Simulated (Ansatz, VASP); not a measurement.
La2O3 in VASP and in Ansatz

File INCAR:

```
  PREC = Accurate
  ENCUT = 520
  EDIFF = 1E-6
  ISMEAR = 0
  SIGMA = 0.1
  LREAL = F
  LASPH = T
  NELM = 60
  ALGO = Normal
  ISIF = 2
  LWAVE = F
  LCHARG = F
  GGA = PE
  NBANDS = 28
```

The input KPOINTS:

```
regular mesh
0
Gamma
  4 4 4
```

Contents of POSCAR:

```
La2O3
1.0
    3.9841656000      0.0000000000      0.0000000000
    0.0000000000      3.9841656000      0.0000000000
    0.0000000000      0.0000000000      6.1533913900
La O
2 3
Direct
    0.0000000000      0.5000000000      0.0000000000
    0.5000000000      0.0000000000      0.0000000000
    0.5000000000      0.5000000000      0.2429990900
    0.5000000000      0.5000000000      0.7570009100
    0.5000000000      0.5000000000      0.5000000000
```

Input for Ansatz:

```yaml
crystal:
  lattice:
    - [3.9841656, 0.0, 0.0]
    - [0.0, 3.9841656, 0.0]
    - [0.0, 0.0, 6.15339139]
  atoms:
    - { symbol: La, position: [0.0, 0.5, 0.0] }
    - { symbol: La, position: [0.5, 0.0, 0.0] }
    - { symbol: O, position: [0.5, 0.5, 0.24299909] }
    - { symbol: O, position: [0.5, 0.5, 0.75700091] }
    - { symbol: O, position: [0.5, 0.5, 0.5] }
basis:
  ecutwfc: 420
kpoints:
  mp_grid: { grid: [4, 4, 4] }
hamiltonian:
  xc: pbe
scf:
  occupations: { method: gaussian, width: 0.1 }
  lower_state_search: "off"
output:
  forces: true
  stress: true
  eigenvalues: true
```

Alike in both runs: task single point; functional PBE; k mesh 4 × 4 × 4; occupations gaussian, width 0.1 eV; no spin polarisation.

|  | VASP | Ansatz |
| --- | --- | --- |
| version | VASP 6.6.1 | Ansatz 0.2.0 |
| potentials or method | VASP PAW PBE potentials, release 64 (La, O), cutoff 520 eV | scalar-relativistic, plane waves, PAW |
| valence electrons in the cell | 40 | 40 |

```csv
,VASP,Ansatz,Ansatz less VASP
gap on the k mesh at the Fermi level (eV),none,none,-
pressure (GPa),19.2,19.4,+0.15
"traceless stress, the component that is largest in VASP (GPa)",-7.97,-8.01,-0.033
rms of the force components (eV/Å),1.807,1.800,-0.0075
```

Atom by atom the forces differ by 0.007 eV/Å (rms over components). A gap of «none» marks a metal or a gap that the smearing closes. With one functional, cell and mesh, what is left measures potentials, basis and numerics.

The k mesh is coarse, so the values compare programs but aren't converged. Neither program's run includes spin-orbit coupling.
